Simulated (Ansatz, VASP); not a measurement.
**MgS in VASP and in Ansatz**

Contents of POSCAR:

```
MgS
1.0
    0.0000000000      2.5664882573      2.5664882573
    2.5664882573      0.0000000000      2.5664882573
    2.5664882573      2.5664882573      0.0000000000
S Mg
1 1
Direct
    0.5000000000      0.5000000000      0.5000000000
    0.0000000000      0.0000000000      0.0000000000
```

Contents of INCAR.step1:

```
ALGO = Normal
EDIFF = 1E-5
ENCUT = 520
GGA = PE
ISIF = 2
ISMEAR = -1
LASPH = True
LCHARG = False
LREAL = False
LWAVE = True
NBANDS = 11
NELM = 60
PREC = Accurate
SIGMA = 0.05
```

INCAR.step2

```
AEXX = 0.25
ALGO = Normal
EDIFF = 1E-6
ENCUT = 520
GGA = PE
ISIF = 2
ISMEAR = -1
ISTART = 1
LASPH = True
LCHARG = False
LHFCALC = True
LREAL = False
LWAVE = False
NBANDS = 11
NELM = 60
PREC = Accurate
PRECFOCK = Normal
SIGMA = 0.05
```

File KPOINTS:

```
k-points
0
Gamma
  4 4 4
```

The input input.yaml:

```yaml
crystal:
  lattice:
    - [0.0, 2.5664882573, 2.5664882573]
    - [2.5664882573, 0.0, 2.5664882573]
    - [2.5664882573, 2.5664882573, 0.0]
  atoms:
    - { symbol: S, position: [0.5, 0.5, 0.5] }
    - { symbol: Mg, position: [0.0, 0.0, 0.0] }
hamiltonian:
  xc: pbe0
  pseudopotentials: { kind: paw }
kpoints:
  mp_grid: { grid: [4, 4, 4] }
scf:
  occupations: { method: fermi_dirac, width: 0.05 }
output:
  forces: true
  stress: true
  eigenvalues: true
  write_density: true
  write_potential: true
  elf: true
  volumetric_format: npy
```

Alike in both runs: task single point; functional PBE0; k mesh 4 × 4 × 4; occupations fermi-dirac, width 0.05 eV; no spin polarisation.

|  | VASP | Ansatz |
| --- | --- | --- |
| version | VASP 6.6.1 | Ansatz 0.2.0 |
| potentials or method | VASP PAW PBE potentials, release 64 (S, Mg) | Ansatz PAW |
| plane-wave cutoff (eV) | 520 | 420 |
| valence electrons in the cell | 8 | 16 |

|  | VASP | Ansatz | Ansatz less VASP |
| --- | --- | --- | --- |
| gap on the k mesh at the Fermi level (eV) | 4.62 | 4.64 | +0.015 |
| least direct gap on the mesh (eV) | 5.93 | 5.92 | -0.010 |
| pressure (GPa) | 3.0 | 3.5 | +0.44 |

VASP's potentials hold 8 valence electrons a cell and Ansatz's 16, so a difference there can come from the potentials and not from the codes.

The k mesh is coarse, so the values compare programs but aren't converged.
